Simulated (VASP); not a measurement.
ZnO: single point with PBEsol

Crystal: ZnO.

```
Zn O
1.0
     3.28797    0.00000    0.00000
    -1.64398    2.84746    0.00000
     0.00000    0.00000    7.13044
Zn O
2 2
Direct
  0.00000 0.00000 0.75000
  0.00000 0.00000 0.25000
  0.33333 0.66667 0.25000
  0.66667 0.33333 0.75000
```

```
Program                : VASP 6.6.1
Task                   : single point
Functional             : PBEsol
Potentials or basis    : VASP PAW PBE potentials, release 64 (Zn, O)
Cutoff                 : 520 eV
k mesh                 : 6 × 6 × 4
Occupations            : gaussian, width 0.01 eV
Spin                   : no spin polarisation
Dipole correction      : no
Further INCAR settings : ALGO = Normal; EDIFF = 1e-06; NBANDS = 26
```

* Pressure: -3.8 GPa
* Band gap on the k mesh: 0.75 eV, direct

Stress tensor (GPa, compression positive):
```
-5.30  0.00  0.00
 0.00 -5.30  0.00
 0.00  0.00 -0.85
```

Levels at points of the mesh, in eV from the valence-band top:
```
           k point  band 15  band 16  band 17  band 18  band 19  band 20  band 21  band 22
(0.00, 0.00, 0.00)    -0.01    -0.01     0.00     0.00     0.75     3.29     5.10    10.88
(0.50, 0.00, 0.00)    -1.89    -1.81    -0.91    -0.90     4.82     5.45     6.11     8.70
(0.00, 0.00, 0.50)     0.00     0.00     0.00     0.00     1.87     1.87     7.18     7.18
(0.50, 0.00, 0.50)    -1.85    -1.85    -0.87    -0.87     4.94     4.94     7.54     7.54
```

Wall time 72 s on 1 thread of AMD EPYC 7R13, with other jobs on the host, peak memory 0.16 GiB.

Caveat: the PAW data sets were made with another functional, which shifts forces and pressure a little. A k mesh can miss the band edges.
